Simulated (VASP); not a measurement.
Write the native input for VASP 6.6.1 that does the following.

```yaml
Task: G0W0 quasiparticle levels
Functional: PBE
Potentials_or_basis: VASP PAW PBE potentials, release 64 (K_sv_GW, Cl_GW)
Cutoff: 500 eV
k_mesh: 6 × 6 × 6
Occupations: gaussian, width 0.01 eV
Spin: no spin polarisation
Dipole_correction: no
GW_scheme: G0W0
GW_iterations: 1
Cutoff_of_the_response_function: 80
Frequency_points: 48
Empty_bands: 140
Further_INCAR_settings: ALGO = EVGW0; EDIFF = 1e-08; NBANDS = 148
```

KCl:

```
K Cl
1.0
     0.00000    3.50728    3.50728
     3.50728    0.00000    3.50728
     3.50728    3.50728    0.00000
K Cl
1 1
Cartesian
  0.0000 0.0000 0.0000
  1.7536 1.7536 1.7536
```

These files were run (other wordings do the same):

POSCAR

```
KCl
1.0
    0.0000000000      3.5072828541      3.5072828541
    3.5072828541      0.0000000000      3.5072828541
    3.5072828541      3.5072828541      0.0000000000
K Cl
1 1
Direct
    0.0000000000      0.0000000000      0.0000000000
    0.2500000000      0.2500000000      0.2500000000
```

INCAR.step1

```
SYSTEM = KCl
  PREC = Accurate
  ENCUT = 500
  EDIFF = 1E-8
  ISMEAR = 0
  SIGMA = 0.01
  LREAL = .False.
  LASPH = .True.
  NELM = 100
  ALGO = Normal
  LWAVE = .True.
  LCHARG = .False.
  GGA = PE
```

INCAR.step2

```
SYSTEM = KCl
  PREC = Accurate
  ENCUT = 500
  EDIFF = 1E-8
  ISMEAR = 0
  SIGMA = 0.01
  LREAL = .False.
  LASPH = .True.
  NELM = 1
  ALGO = Exact
  LWAVE = .True.
  LCHARG = .False.
  GGA = PE
  NBANDS = 148
  LOPTICS = .True.
  ISTART = 1
```

INCAR.step3

```
SYSTEM = KCl
  PREC = Accurate
  ENCUT = 500
  EDIFF = 1E-8
  ISMEAR = 0
  SIGMA = 0.01
  LREAL = .False.
  LASPH = .True.
  ALGO = EVGW0
  LWAVE = .False.
  LCHARG = .False.
  GGA = PE
  NELMGW = 1
  NBANDS = 148
  ENCUTGW = 80.0
  NOMEGA = 48
  PRECFOCK = Fast
  ISTART = 1
  NBANDSGW = 16
```

KPOINTS

```
Automatic mesh
0
Gamma
  6 6 6
  0 0 0
```

Potentials or basis: VASP PAW PBE potentials, release 64 (K_sv_GW, Cl_GW).

Run with:

```sh
$ cat potpaw_PBE.64/K_sv_GW/POTCAR potpaw_PBE.64/Cl_GW/POTCAR > POTCAR
$ cp INCAR.step1 INCAR
$ mpirun -np 1 vasp_std > vasp.out
$ cp INCAR.step2 INCAR
$ mpirun -np 1 vasp_std > vasp.out
$ cp INCAR.step3 INCAR
$ mpirun -np 1 vasp_std > vasp.out
```

It gave:

| Item | Value |
| --- | --- |
| Quasiparticle gap | 7.63 eV |
| Least direct quasiparticle gap | 7.64 eV |
| Band gap of the starting levels on the mesh | 4.78 eV |
| Least direct gap of the starting levels on the mesh | 4.82 eV |

Caveat: bands, screening cutoff and mesh are small and nothing is extrapolated, so the quasiparticle values aren't converged.

Wall time 49 min on 1 thread of Intel Xeon 8259CL (shared host), peak memory 1.7 GiB.
